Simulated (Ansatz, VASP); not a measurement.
## One calculation of Mo, two programs

```xyz
1
Lattice="-1.4779 1.6335 1.5557 1.4779 -1.6335 1.5557 1.4779 1.6335 -1.5557" Properties=species:S:1:pos:R:3 pbc="T T T"
Mo    0.0000    0.0000    0.0000
```

Change from the starting cell: strain +e along x and -e along y -0.0500, strain +e along z and -e/2 along x and y +0.0000.

Alike in both runs: task single point; functional LDA; k mesh 20 × 20 × 20; occupations gaussian, width 0.15 eV; no spin polarisation.

|  | VASP | Ansatz |
| --- | --- | --- |
| version | VASP 6.6.1 | Ansatz 0.2.0 |
| potentials or method | VASP PAW LDA potentials, release 64 (Mo_sv), cutoff 520 eV | scalar-relativistic, plane waves, PAW |
| valence electrons in the cell | 14 | 14 |

Ansatz gave:

| Quantity | Value |
| --- | --- |
| gap on the k mesh at the Fermi level (eV) | none |
| pressure (GPa) | 1.7 |
| traceless stress, the component that is largest in VASP (GPa) | 16.35 |

Question: What did VASP give for the same quantities?

Answer: gap on the k mesh at the Fermi level (eV): none; pressure (GPa): 2.9; traceless stress, the component that is largest in VASP (GPa): 16.34.

Ansatz warns that its potentials were made for another functional, while VASP's fit it. LDA's correlation is that of Perdew and Zunger in VASP and of Perdew and Wang (1992) in Ansatz. A gap of «none» marks a metal or a gap that the smearing closes.
